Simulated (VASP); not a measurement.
# Sn (Fd-3m) in VASP: relaxation of cell and atoms with PBE+D3(BJ)

Aim: the relaxation of cell and atoms of Sn with PBE+D3(BJ).

Everything below comes from runs of VASP 6.6.1. Logs are shortened: lines on timing, memory, paths and dates and some standing lists are left out, and cuts for length are marked.

### Step 1. The cell of the first run

It takes space group Fd-3m (No. 227, cubic). Conventional cell: a = 6.655 Å, b = 6.655 Å, c = 6.655 Å, α = 90.00°, β = 90.00°, γ = 90.00°. Sn (site symmetry -43m) has 4 Sn at 2.88 Å within 3.8 Å.

This isn't the form of Sn at room conditions, which is tetragonal (white tin).

### Step 2. Relaxation of cell and atoms, PBE+D3(BJ)

Contents of INCAR:

```
PREC = Accurate
ENCUT = 600
EDIFF = 1E-6
ISMEAR = 0
SIGMA = 0.1
LREAL = F
LASPH = T
NELM = 100
ALGO = Fast
ISIF = 3
LWAVE = F
LCHARG = F
GGA = PE
IVDW = 12
IBRION = 2
NSW = 70
EDIFFG = -0.005
```

Contents of KPOINTS:

```
regular mesh
0
Gamma
  12 12 12
```

Contents of POSCAR:

```
Sn
1.0
    0.0000000000      3.3273247537      3.3273247537
    3.3273247537      0.0000000000      3.3273247537
    3.3273247537      3.3273247537      0.0000000000
Sn
2
Direct
    0.0000000000      0.0000000000      0.0000000000
    0.2500000000      0.2500000000      0.2500000000
```

Potentials or basis: VASP PAW PBE potentials, release 64 (Sn_d).

On the command line:

```
> cat potpaw_PBE.64/Sn_d/POTCAR > POTCAR
> mpirun -np 1 vasp_std > vasp.out
```

OUTCAR:

```text
PREC = Accurate
   ENCUT = 600
   EDIFF = 1E-6
   ISMEAR = 0
   LREAL = F
   LASPH = T
   NELM = 100
   ISIF = 3
   GGA = PE
   IVDW = 12
   IBRION = 2
   NSW = 70
   EDIFFG = -0.005
 IVDW          = 12

 ion  position               nearest neighbor table
   1  0.000  0.000  0.000-   2 2.88   2 2.88   2 2.88   2 2.88
   2  0.250  0.250  0.250-   1 2.88   1 2.88   1 2.88   1 2.88

  LATTYP: Found a face centered cubic cell.
 ALAT       =     6.6546495074

  Lattice vectors:

 A1 = (   0.0000000000,   3.3273247537,   3.3273247537)
 A2 = (   3.3273247537,   0.0000000000,   3.3273247537)
 A3 = (   3.3273247537,   3.3273247537,   0.0000000000)

Analysis of symmetry for initial positions (statically):
=====================================================================
 Subroutine PRICEL returns:
 Original cell was already a primitive cell.

 Routine SETGRP: Setting up the symmetry group for a
 face centered cubic supercell.

 Subroutine GETGRP returns: Found 48 space group operations
 (whereof 24 operations were pure point group operations)
 out of a pool of 48 trial point group operations.

The static configuration has the point symmetry T_d .
 The point group associated with its full space group is O_h .

Analysis of symmetry for dynamics (positions and initial velocities):
=====================================================================
 Subroutine PRICEL returns:
 Original cell was already a primitive cell.

 Routine SETGRP: Setting up the symmetry group for a
 face centered cubic supercell.

 Subroutine GETGRP returns: Found 48 space group operations
 (whereof 24 operations were pure point group operations)
 out of a pool of 48 trial point group operations.

The dynamic configuration has the point symmetry T_d .
 The point group associated with its full space group is O_h .

 Subroutine INISYM returns: Found 48 space group operations
 (whereof 24 operations are pure point group operations),
 and found     1 'primitive' translations

----------------------------------------------------------------------------------------

                                     Primitive cell

  volume of cell :      73.6742

  direct lattice vectors                    reciprocal lattice vectors
     0.000000000  3.327324754  3.327324754    -0.150270874  0.150270874  0.150270874
     3.327324754  0.000000000  3.327324754     0.150270874 -0.150270874  0.150270874
     3.327324754  3.327324754  0.000000000     0.150270874  0.150270874 -0.150270874

  length of vectors
     4.705547793  4.705547793  4.705547793     0.260276789  0.260276789  0.260276789

  position of ions in fractional coordinates (direct lattice)
     0.000000000  0.000000000  0.000000000
     0.250000000  0.250000000  0.250000000

  ion indices of the primitive-cell ions
   primitive index   ion index
                 1           1
                 2           2

----------------------------------------------------------------------------------------

 KPOINTS: regular mesh

Automatic generation of k-mesh.
 Grid dimensions read from file:
 generate k-points for:   12   12   12

 Generating k-lattice:

  Cartesian coordinates                     Fractional coordinates (reciprocal lattice)
    -0.012522573  0.012522573  0.012522573     0.083333333  0.000000000  0.000000000
     0.012522573 -0.012522573  0.012522573     0.000000000  0.083333333  0.000000000
     0.012522573  0.012522573 -0.012522573     0.000000000  0.000000000  0.083333333

  Length of vectors
     0.021689732  0.021689732  0.021689732

  Shift w.r.t. Gamma in fractional coordinates (k-lattice)
     0.000000000  0.000000000  0.000000000

 Subroutine IBZKPT returns following result:
 ===========================================

 Found     72 irreducible k-points:

 Following reciprocal coordinates:
            Coordinates               Weight
  0.000000  0.000000  0.000000      1.000000
  0.083333  0.000000  0.000000      8.000000
  0.166667  0.000000  0.000000      8.000000
  0.250000  0.000000  0.000000      8.000000
  0.333333  0.000000  0.000000      8.000000
  0.416667  0.000000  0.000000      8.000000
[... 16 lines left out ...]
  0.500000  0.166667  0.000000     24.000000
 -0.416667  0.166667  0.000000     24.000000
 [... further k-points ...]
   k-points           NKPTS =     72   k-points in BZ     NKDIM =     72   number of bands    NBANDS=     18
   number of dos      NEDOS =    301   number of ions     NIONS =      2
   total plane-waves  NPLWV =  64000
   dimension x,y,z NGX =    40 NGY =   40 NGZ =   40
   dimension x,y,z NGXF=    80 NGYF=   80 NGZF=   80
   ions per type =               2
   NGX,Y,Z   is equivalent  to a cutoff of  14.13, 14.13, 14.13 a.u.
   NGXF,Y,Z  is equivalent  to a cutoff of  28.26, 28.26, 28.26 a.u.
 SYSTEM =  unknown system
   PREC   = accura    normal or accurate (medium, high low for compatibility)
   ISTART =      0    job   : 0-new  1-cont  2-samecut
   ICHARG =      2    charge: 1-file 2-atom 10-const
   ISPIN  =      1    spin polarized calculation?
   LNONCOLLINEAR =      F non collinear calculations
   LSORBIT =      F    spin-orbit coupling
   LASPH  =      T    aspherical Exc in radial PAW
   ENCUT  =  600.0 eV  44.10 Ry    6.64 a.u.   9.40  9.40  9.40*2*pi/ulx,y,z
   NELM   =    100;   NELMIN=  2; NELMDL= -5     # of ELM steps
   EDIFF  = 0.1E-05   stopping-criterion for ELM
   LREAL  =      F    real-space projection
   EDIFFG = -.5E-02   stopping-criterion for IOM
   NSW    =     70    number of steps for IOM
   IBRION =      2    ionic relax: 0-MD 1-quasi-New 2-CG
   NFREE  =      1    steps in history (QN), initial steepest desc. (CG)
   ISIF   =      3    stress and relaxation
   ISYM   =      2    0-nonsym 1-usesym 2-fastsym
   POTIM  = 0.5000    time-step for ionic-motion
   TEBEG  =    0.0;   TEEND  =   0.0 temperature during run
   PSTRESS=    0.0 pullay stress
   NELECT =      28.0000    total number of electrons
   NUPDOWN=      -1.0000    fix difference up-down
   EMIN   =  10.00;   EMAX   =-10.00  energy-range for DOS
   EFERMI =   0.00;   METHOD = LEGACY
   ISMEAR =     0;   SIGMA  =   0.10  broadening in eV -4-tet -1-fermi 0-gaus
   EFERMI_NEDOS =   21; number of points for ismear=-14 and -15
   IALGO  =     68    algorithm
   IMIX   =      4    mixing-type and parameters
     AMIX     =   0.40;   BMIX     =  1.00
     AMIX_MAG =   1.60;   BMIX_MAG =  1.00
  volume/ion in A,a.u.               =      36.84       248.59
  Fermi-wavevector in a.u.,A,eV,Ry     =   1.185830  2.240893 19.132404  1.406192
  Thomas-Fermi vector in A             =   2.322015
   LORBIT       =      0    0 simple, 1 ext, 2 COOP (PROOUT), +10 PAW based schemes
   GGA     = PE    functional components
   LHFCALC =     F    Hartree Fock is set to
   AEXX    =    0.0000 exact exchange contribution
   IVDW    =    12    specifies the selected vdW correction
   LEPSILON=     F    determine dielectric tensor
   LRPA    =     F    only Hartree local field effects (RPA)
 conjugate gradient relaxation of ions
 non-spin polarized calculation
 RMM-DIIS sequential band-by-band and
 Gauss-broadening in eV      SIGMA  =   0.10
  energy-cutoff  :      600.00
  volume of cell :       73.67
 maximum number of plane-waves:      2485
 NGX is ok and might be reduce to    40
   NGX = 19   NGY = 19   NGZ = 19

--------------------------------------- Ionic step        1  -------------------------------------------

 number of electron      27.9999997 magnetization

 Free energy of the ion-electron system (eV)
  ---------------------------------------------------
  ext. energy  EPLUGINS =         0.00000000
  ---------------------------------------------------
  free energy    TOTEN  =        -7.69327900 eV

  energy without entropy =       -7.69198082  energy(sigma->0) =       -7.69262991

 E-fermi :   4.8507     XC(G=0):  -8.5507

 val. band max:        4.8360503773   @ k =   0.0833   0.0000   0.0000
 cond. band min:       4.8961660208   @ k =   0.3333   0.0000   0.0000
 fundamental gap:      0.0601156436
 Fermi energy:         4.8507092615

 k-point     1 :       0.0000    0.0000    0.0000
  band No.  band energies     occupation
      1     -16.6782      2.00000
      2     -16.6782      2.00000
      3     -16.6782      2.00000
      4     -16.6283      2.00000
      5     -16.6283      2.00000
      6     -16.3759      2.00000
[... 10 lines left out ...]
     17       7.0219      0.00000
     18       7.0219      0.00000

 k-point     2 :       0.0833    0.0000    0.0000
  band No.  band energies     occupation
      1     -16.6826      2.00000
      2     -16.6826      2.00000
      3     -16.6768      2.00000
      4     -16.6223      2.00000
      5     -16.6223      2.00000
      6     -16.3895      2.00000
[... 10 lines left out ...]
     17       7.1852      0.00000
     18       7.2635      0.00000

 k-point     3 :       0.1667    0.0000    0.0000
  band No.  band energies     occupation
      1     -16.6912      2.00000
      2     -16.6912      2.00000
      3     -16.6727      2.00000
      4     -16.6096      2.00000
      5     -16.6096      2.00000
      6     -16.4034      2.00000
[... 582 lines left out ...]
  FORCE on cell =-STRESS in cart. coord.  units (eV):
  Direction    XX          YY          ZZ          XY          YZ          ZX
  --------------------------------------------------------------------------------------
  -------------------------------------------------------------------------------------
  Total      -0.03709    -0.03709    -0.03709     0.00000     0.00000    -0.00000
  in kB      -0.83685    -0.83685    -0.83685     0.00000     0.00000    -0.00000
  external pressure =       -0.84 kB  Pullay stress =        0.00 kB

 VOLUME and BASIS-vectors are now :
 -----------------------------------------------------------------------------
  energy-cutoff  :      600.00
  volume of cell :       71.02
      direct lattice vectors                 reciprocal lattice vectors
    -0.000000000  3.286803678  3.286803678    -0.152123476  0.152123476  0.152123476
     3.286803678 -0.000000000  3.286803678     0.152123476 -0.152123476  0.152123476
     3.286803678  3.286803678 -0.000000000     0.152123476  0.152123476 -0.152123476

 POSITION                                       TOTAL-FORCE (eV/Angst)
 -----------------------------------------------------------------------------------
      0.00000      0.00000      0.00000         0.000000      0.000000      0.000000
      1.64340      1.64340      1.64340        -0.000000     -0.000000     -0.000000
 -----------------------------------------------------------------------------------
    total drift:                               -0.000000     -0.000000      0.000000

  FREE ENERGIE OF THE ION-ELECTRON SYSTEM (eV)
  ---------------------------------------------------
  free  energy   TOTEN  =        -8.2708750232 eV

  energy  without entropy=       -8.2696532204  energy(sigma->0) =       -8.27026412

--------------------------------------- Ionic step        5  -------------------------------------------

 number of electron      27.9999998 magnetization

 Free energy of the ion-electron system (eV)
  ---------------------------------------------------
  ext. energy  EPLUGINS =         0.00000000
  ---------------------------------------------------
  free energy    TOTEN  =        -7.68170690 eV

  energy without entropy =       -7.68048565  energy(sigma->0) =       -7.68109628

 E-fermi :   5.2342     XC(G=0):  -8.7087

 val. band max:        5.2054148335   @ k =   0.4167   0.0000   0.0000
 cond. band min:       5.3277927793   @ k =   0.0000   0.0000   0.0000
 fundamental gap:      0.1223779457
 Fermi energy:         5.2342158358

 k-point     1 :       0.0000    0.0000    0.0000
  band No.  band energies     occupation
      1     -16.3708      2.00000
      2     -16.3708      2.00000
      3     -16.3708      2.00000
      4     -16.3163      2.00000
      5     -16.3163      2.00000
      6     -16.0374      2.00000
[... 10 lines left out ...]
     17       7.3970      0.00000
     18       7.3970      0.00000

 k-point     2 :       0.0833    0.0000    0.0000
  band No.  band energies     occupation
      1     -16.3757      2.00000
      2     -16.3757      2.00000
      3     -16.3692      2.00000
      4     -16.3095      2.00000
      5     -16.3095      2.00000
      6     -16.0510      2.00000
[... 10 lines left out ...]
     17       7.5688      0.00000
     18       7.6641      0.00000

 k-point     3 :       0.1667    0.0000    0.0000
  band No.  band energies     occupation
      1     -16.3853      2.00000
      2     -16.3853      2.00000
      3     -16.3649      2.00000
      4     -16.2953      2.00000
      5     -16.2953      2.00000
      6     -16.0661      2.00000
[... 462 lines left out ...]
  FORCE on cell =-STRESS in cart. coord.  units (eV):
  Direction    XX          YY          ZZ          XY          YZ          ZX
  --------------------------------------------------------------------------------------
  -------------------------------------------------------------------------------------
  Total       0.00835     0.00835     0.00835     0.00000     0.00000    -0.00000
  in kB       0.18850     0.18850     0.18850     0.00000     0.00000    -0.00000
  external pressure =        0.19 kB  Pullay stress =        0.00 kB

 VOLUME and BASIS-vectors are now :
 -----------------------------------------------------------------------------
  energy-cutoff  :      600.00
  volume of cell :       71.00
      direct lattice vectors                 reciprocal lattice vectors
    -0.000000000  3.286627359  3.286627359    -0.152131637  0.152131637  0.152131637
     3.286627359  0.000000000  3.286627359     0.152131637 -0.152131637  0.152131637
     3.286627359  3.286627359 -0.000000000     0.152131637  0.152131637 -0.152131637

 POSITION                                       TOTAL-FORCE (eV/Angst)
 -----------------------------------------------------------------------------------
      0.00000      0.00000      0.00000        -0.000000     -0.000000     -0.000000
      1.64331      1.64331      1.64331         0.000000      0.000000      0.000000
 -----------------------------------------------------------------------------------
    total drift:                               -0.000000     -0.000000      0.000000

  FREE ENERGIE OF THE ION-ELECTRON SYSTEM (eV)
  ---------------------------------------------------
  free  energy   TOTEN  =        -8.2708749167 eV

  energy  without entropy=       -8.2696536610  energy(sigma->0) =       -8.27026429

 reached required accuracy - stopping structural energy minimisation
```

Run time: 5.1 min. Hardware: 1 thread of Intel Xeon Platinum 8259CL at 2.50GHz (Skylake/Cascade Lake), shared host; peak memory 0.31 GiB.

Results:

```yaml
Free_energy: -8.2709 eV
Relaxed_volume: 35.50 Å³/atom
Relaxed_cell: a = 4.648 Å, b = 4.648 Å, c = 4.648 Å, α = 60.00°, β = 60.00°, γ = 60.00°
Space_group_after_relaxing_to_0.1_Å: Fd-3m (No. 227)
Energy_gained_by_relaxing: 5.8 meV/atom
Ionic_steps: 5
Pressure_after_relaxing: 0.0 GPa
Band_gap_on_the_k_mesh: zero (bands 14 and 15 overlap by 0.17 eV)
Dispersion_energy_per_atom: -0.295 eV
```

The path:
```
step  energy change (eV)  largest force (eV/Å)  pressure (GPa)  volume (Å³)
   1              0.0000                0.0000           -1.30        73.67
   2             -0.0112                0.0000            0.23        70.53
   3             -0.0115                0.0000            0.03        70.95
   4             -0.0115                0.0000           -0.08        71.02
   5             -0.0115                0.0000            0.02        71.00
```

Final structure:
```
Sn
1.0
     0.00000    3.28663    3.28663
     3.28663    0.00000    3.28663
     3.28663    3.28663    0.00000
Sn
2
Direct
  0.00000 0.00000 0.00000
  0.25000 0.25000 0.25000
```

Levels at points of the mesh, in eV from the Fermi level:
| k point | band 11 | band 12 | band 13 | band 14 | band 15 | band 16 | band 17 | band 18 |
| --- | --- | --- | --- | --- | --- | --- | --- | --- |
| (0.00, 0.00, 0.00) | -10.35 | -0.89 | 0.09 | 0.09 | 0.09 | 2.16 | 2.16 | 2.16 |
| (0.50, 0.00, 0.00) | -8.80 | -6.15 | -1.05 | -1.05 | -0.07 | 3.22 | 3.22 | 5.68 |
| (0.50, 0.50, 0.00) | -7.38 | -7.38 | -2.33 | -2.33 | 0.87 | 0.87 | 7.49 | 7.49 |

Caveat: spin-orbit coupling is left out, which moves the levels of the heavy elements.

The gap in the log of VASP goes by the Fermi energy; the results here count the filled bands.